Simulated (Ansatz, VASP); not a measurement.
Two plane-wave programs on C

Contents of POSCAR:

```
C
1.0
    1.7615716749      1.7615716749      0.0000000000
   -1.7615716749      1.7615716749      0.0000000000
    0.0000000000      1.7615716749      1.7615716749
C
2
Direct
    0.5000000000      0.5000000000      0.0000000000
    0.7500000000      0.2500000000      0.5000000000
```

File INCAR.step1:

```
PREC = Accurate
ENCUT = 520
ISMEAR = 0
SIGMA = 0.01
LREAL = False
LASPH = True
NELM = 80
NBANDS = 11
GGA = PE
ALGO = Normal
EDIFF = 1E-4
LWAVE = True
LCHARG = False
```

The input INCAR.step2:

```
PREC = Accurate
ENCUT = 520
EDIFF = 1E-7
ISMEAR = 0
SIGMA = 0.01
LREAL = False
LASPH = True
NELM = 80
ALGO = Normal
ISIF = 2
LWAVE = False
LCHARG = False
METAGGA = R2SCAN
LMIXTAU = True
NBANDS = 11
ISTART = 1
```

File KPOINTS:

```
regular mesh
0
Gamma
  12 12 12
```

Input for Ansatz:

```yaml
crystal:
  lattice:
    - [1.76157167494, 1.76157167494, 0.0]
    - [-1.76157167494, 1.76157167494, 0.0]
    - [0.0, 1.76157167494, 1.76157167494]
  atoms:
    - { symbol: C, position: [0.5, 0.5, 0.0] }
    - { symbol: C, position: [0.75, 0.25, 0.5] }
kpoints:
  mp_grid: { grid: [12, 12, 12] }
scf:
  occupations: { method: fixed }
  convergence: { dr2_threshold: 1.0e-10 }
hamiltonian:
  xc: r2scan
  pseudopotentials: { kind: paw }
output:
  forces: true
  stress: true
  eigenstates:
    kpoints:
      - [0.0, 0.0, 0.0]
      - [0.361994459, -0.361994459, 0.0]
      - [0.361994459, 0.361994459, 0.361994459]
      - [0.0, 0.0, 0.361994459]
      - [-0.5, -0.5, -0.5]
      - [-0.5, 0.5, 0.0]
      - [0.0, 0.0, -0.5]
      - [0.0, -0.5, -0.5]
      - [0.0, 0.5, 0.0]
      - [-0.5, 0.0, 0.0]
      - [-0.5, 0.0, -0.5]
  eigenvalues: true
```

Alike in both runs: task single point; functional r2SCAN; k mesh 12 × 12 × 12; no spin polarisation.

|  | VASP | Ansatz |
| --- | --- | --- |
| version | VASP 6.6.1 | Ansatz 0.2.0 |
| potentials or method | VASP PAW PBE potentials, release 64 (C) | PAW with Ansatz's default frozen-core files, scalar-relativistic |
| plane-wave cutoff (eV) | 520 | 500 |
| occupations | gaussian, width 0.01 eV | fixed |
| valence electrons in the cell | 8 | 8 |

Ansatz gave:

| Property | Result |
| --- | --- |
| gap on the k mesh at the Fermi level (eV) | 4.46 |
| pressure (GPa) | 15.0 |

What did VASP give for the same quantities?

gap on the k mesh at the Fermi level (eV): 4.43; pressure (GPa): 16.3.

VASP's potentials were made for PBE, not for r2SCAN.
